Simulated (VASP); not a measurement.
Runs of VASP 6.6.1 on NaAl. The structure is that of space group P6_3/mmc (No. 194), or close to it. The cells are those of the table. The cell was generated, and may not be a known phase.

| task | cell | k mesh | cutoff (eV) | gap on the mesh (eV) | pressure (GPa) |
| --- | --- | --- | --- | --- | --- |
| single point | a = 3.208, b = 3.208, c = 10.440 Å, angles 90.0, 90.0, 120.0°, 4 atoms | 6 × 6 × 4 | 520 | none | -0.1 |
| relaxation of cell and atoms | relaxed from a = 3.657, b = 3.657, c = 5.045 Å, angles 90.0, 90.0, 120.0°, 4 atoms | 6 × 6 × 4 | 600 | none | 0.0 |
| single point | a = 3.657, b = 3.657, c = 5.045 Å, angles 90.0, 90.0, 120.0°, 4 atoms | 6 × 6 × 4 | 520 | none | (a) |
| single point | a = 3.079, b = 3.079, c = 10.935 Å, angles 90.0, 90.0, 120.0°, 4 atoms | 18 × 18 × 6 | 520 | none | 0.0 |

Alike in all rows: level PBE; potentials or basis VASP PAW PBE potentials, release 64 (Na_pv, Al); no spin polarisation; smearing gaussian 0.1 eV.

Estimate the missing entries.

(a) 47.8.

Caveats: some runs use coarse meshes; the cell stands under pressure (at least some runs).

A gap of «none» marks levels without a gap at the run's occupations.
